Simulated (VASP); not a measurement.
Write the native input for VASP 6.6.1 that does the following.

```
Task                   : single point
Functional             : PBE
Potentials or basis    : VASP PAW PBE potentials, release 64 (Os)
Cutoff                 : 520 eV
k mesh                 : 21 × 21 × 12
Occupations            : fermi-dirac, width 0.1 eV
Spin                   : no spin polarisation
Dipole correction      : no
Further INCAR settings : ALGO = Normal; EDIFF = 1e-06; NBANDS = 15
```

The structure of Os lies in POSCAR:

```
Os
1.0
    2.6803861532      0.0000000000      0.0000000000
   -1.3401930766      2.3212825006      0.0000000000
    0.0000000000      0.0000000000      4.2236161050
Os
2
Direct
    0.3333333333      0.6666666667      0.2500000000
    0.6666666667      0.3333333333      0.7500000000
```

These files were run (other wordings do the same):

INCAR

```
ALGO     = Normal         # electronic algorithm
EDIFF    = 1E-6           # SCF threshold, eV
ENCUT    = 520            # plane-wave cutoff, eV
GGA      = PE             # functional
ISIF     = 2              # what is computed and relaxed
ISMEAR   = -1             # smearing method
LASPH    = T              # aspherical terms in the spheres
LCHARG   = F              # write CHGCAR
LREAL    = F              # projectors in reciprocal space
LWAVE    = F              # write WAVECAR
NBANDS   = 15             # bands
NELM     = 100            # most SCF steps
PREC     = Accurate       # precision mode
SIGMA    = 0.1            # smearing width, eV
```

KPOINTS

```
k-points
0
Gamma
  21 21 12
```

Potentials or basis: VASP PAW PBE potentials, release 64 (Os).

Command:

```console
$ cat potpaw_PBE.64/Os/POTCAR > POTCAR
$ mpirun -np 1 vasp_std > vasp.out
```

Results of the run:

```json
{"Pressure": "41.3 GPa", "Band gap on the k mesh": "zero (bands 8 and 9 overlap by 4.31 eV)"}
```

Caveat: the cell stands under pressure; spin-orbit coupling is left out, which moves the levels of the heavy elements.

It took 44 s on 1 thread of Intel(R) Xeon(R) 6975P-C (Granite Rapids), with other jobs on the host, peak memory 0.23 GiB.
